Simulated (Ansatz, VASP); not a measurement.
## PbC in VASP and in Ansatz

INCAR

```
SYSTEM = PbC
PREC     = Accurate       ! precision mode
ENCUT    = 600            ! plane-wave cutoff, eV
EDIFF    = 1E-6           ! SCF threshold, eV
ISMEAR   = 0              ! smearing method
SIGMA    = 0.2            ! smearing width, eV
LREAL    = .FALSE.        ! projectors in reciprocal space
LASPH    = .TRUE.         ! aspherical terms in the spheres
NELM     = 80             ! most SCF steps
ALGO     = Normal         ! electronic algorithm
ISIF     = 3              ! what is computed and relaxed
LWAVE    = .FALSE.        ! write WAVECAR
LCHARG   = .FALSE.        ! write CHGCAR
GGA      = PE             ! functional
IBRION   = 2              ! ionic algorithm
NSW      = 36             ! ionic steps
EDIFFG   = -0.08          ! ionic threshold
```

Contents of KPOINTS:

```
Automatic mesh
0
G
  6 6 4
  0 0 0
```

Contents of POSCAR:

```
PbC
1.0
    2.0892326200     -2.1899529900      0.0000000000
    2.0892326200      2.1899529900      0.0000000000
    0.0000000000      0.0000000000      5.8743846500
Pb C
1 1
Direct
    0.5000000000      0.5000000000      0.0000000000
    0.0000000000      0.0000000000      0.5000000000
```

Input for Ansatz:

```yaml
crystal:
  lattice:
    - [2.08923262, -2.18995299, 0.0]
    - [2.08923262, 2.18995299, 0.0]
    - [0.0, 0.0, 5.87438465]
  atoms:
    - { symbol: Pb, position: [0.5, 0.5, 0.0] }
    - { symbol: C, position: [0.0, 0.0, 0.5] }
basis:
  ecutwfc: 420
kpoints:
  mp_grid: { grid: [6, 6, 4] }
hamiltonian:
  xc: pbe
scf:
  occupations: { method: gaussian, width: 0.2 }
  lower_state_search: "off"
output:
  forces: true
  stress: true
  eigenvalues: true
relax:
  adjacent_minimum: "off"
  f_tol: 0.08
  max_steps: 16
  cell: { stress_tol: 0.8 }
```

Alike in both runs: task relaxation of cell and atoms; functional PBE; k mesh 6 × 6 × 4; occupations gaussian, width 0.2 eV; no spin polarisation.

|  | VASP | Ansatz |
| --- | --- | --- |
| version | VASP 6.6.1 | Ansatz 0.2.0 |
| potentials or method | VASP PAW PBE potentials, release 64 (Pb_d, C), cutoff 600 eV | scalar-relativistic, plane waves, PAW |
| valence electrons in the cell | 18 | 18 |

VASP gave:

```
gap on the k mesh at the Fermi level, each at its own relaxed structure (eV) : none
relaxed volume (Å³/atom)                                                     : 17.46
relaxed cell length with the largest relative difference (Å)                 : 3.113
```

Task: Which values does Ansatz return?

Result: gap on the k mesh at the Fermi level, each at its own relaxed structure (eV): none; relaxed volume (Å³/atom): 17.44; relaxed cell length with the largest relative difference (Å): 3.144.

A gap of «none» marks a metal or a gap that the smearing closes.

Spin-orbit coupling is off throughout. Noted on VASP's run: the volume moved by over 15 % at a fixed basis, so the end points are rough.
